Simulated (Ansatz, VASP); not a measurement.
**One calculation of Si5Mo, two programs**

```
CELL_PARAMETERS angstrom
2.94911 0.00000 0.00000
-1.47455 2.55400 0.00000
0.00000 0.00000 11.86844
ATOMIC_POSITIONS crystal
Si 0.66667 0.33333 0.83730
Si 0.00000 0.00000 0.67084
Si 0.66667 0.33333 0.50000
Si 0.00000 0.00000 0.32916
Si 0.66667 0.33333 0.16270
Mo 0.00000 0.00000 0.00000
```

Change from the starting cell: species swapped into the MgCd5 type (P-6m2, No. 187).

Alike in both runs: functional PBE; k mesh 6 × 6 × 2; occupations gaussian, width 0.1 eV; no spin polarisation.

Ansatz relaxed the structure, and its values are those at the end. VASP's run is a single point on that final structure, the one shown.

|  | VASP | Ansatz |
| --- | --- | --- |
| version | VASP 6.6.1 | Ansatz 0.2.0 |
| potentials or method | VASP PAW PBE potentials, release 64 (Si, Mo_sv), cutoff 520 eV | scalar-relativistic, plane waves, PAW |
| valence electrons in the cell | 34 | 34 |

```csv
,VASP,Ansatz,Ansatz less VASP
gap on the k mesh at the Fermi level (eV),none,none,-
pressure (GPa),0.1,0.1,-0.06
rms of the force components (eV/Å),0.007,0.010,+0.0029
```

A gap of «none» marks a metal or a gap that the smearing closes. The functional is the same, so the differences come from potentials, cutoffs and numerics.

The k mesh is coarse, so the values compare programs but aren't converged.
